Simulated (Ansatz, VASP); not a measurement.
**MgO in VASP and in Ansatz**

File INCAR:

```
PREC     = Accurate       # precision mode
ENCUT    = 600            # plane-wave cutoff, eV
EDIFF    = 1E-6           # SCF threshold, eV
ISMEAR   = 1              # smearing method
SIGMA    = 0.3            # smearing width, eV
LREAL    = F              # projectors in reciprocal space
LASPH    = T              # aspherical terms in the spheres
NELM     = 120            # most SCF steps
ALGO     = Normal         # electronic algorithm
ISIF     = 2              # what is computed and relaxed
LWAVE    = F              # write WAVECAR
LCHARG   = F              # write CHGCAR
GGA      = CA             # functional
NBANDS   = 11             # bands
GGA_COMPAT= F
```

Contents of KPOINTS:

```
regular mesh
0
Gamma
  8 8 8
```

Contents of POSCAR:

```
MgO
1.0
    0.0000000000      2.1061000000      2.1061000000
    2.1061000000      0.0000000000      2.1061000000
    2.1061000000      2.1061000000      0.0000000000
Mg O
1 1
Direct
    0.0000000000      0.0000000000      0.0000000000
    0.5000000000      0.5000000000      0.5000000000
```

Input for Ansatz:

```yaml
crystal:
  lattice:
    - [0.0, 2.1061, 2.1061]
    - [2.1061, 0.0, 2.1061]
    - [2.1061, 2.1061, 0.0]
  atoms:
    - { symbol: Mg, position: [0.0, 0.0, 0.0] }
    - { symbol: O, position: [0.5, 0.5, 0.5] }
hamiltonian:
  xc: lda
  pseudopotentials: { kind: paw }
basis:
  ecutwfc: 420
kpoints:
  mp_grid: { grid: [8, 8, 8] }
scf:
  occupations: { method: methfessel_paxton, width: 0.3 }
  lower_state_search: "off"
  max_iter: 60
output:
  forces: true
  stress: true
```

Alike in both runs: task single point; functional LDA; k mesh 8 × 8 × 8; occupations methfessel-paxton of order 1, width 0.3 eV; no spin polarisation.

|  | VASP | Ansatz |
| --- | --- | --- |
| version | VASP 6.6.1 | Ansatz 0.2.0 |
| potentials or method | VASP PAW LDA potentials, release 64 (Mg, O), cutoff 600 eV | PAW, plane waves, scalar-relativistic |
| valence electrons in the cell | 8 | 16 |

|  | VASP | Ansatz | Ansatz less VASP |
| --- | --- | --- | --- |
| pressure (GPa) | -8.0 | -6.1 | +1.95 |

LDA's correlation is that of Perdew and Zunger in VASP and of Perdew and Wang (1992) in Ansatz. VASP's potentials hold 8 valence electrons a cell and Ansatz's 16, so a difference there can come from the potentials and not from the codes.
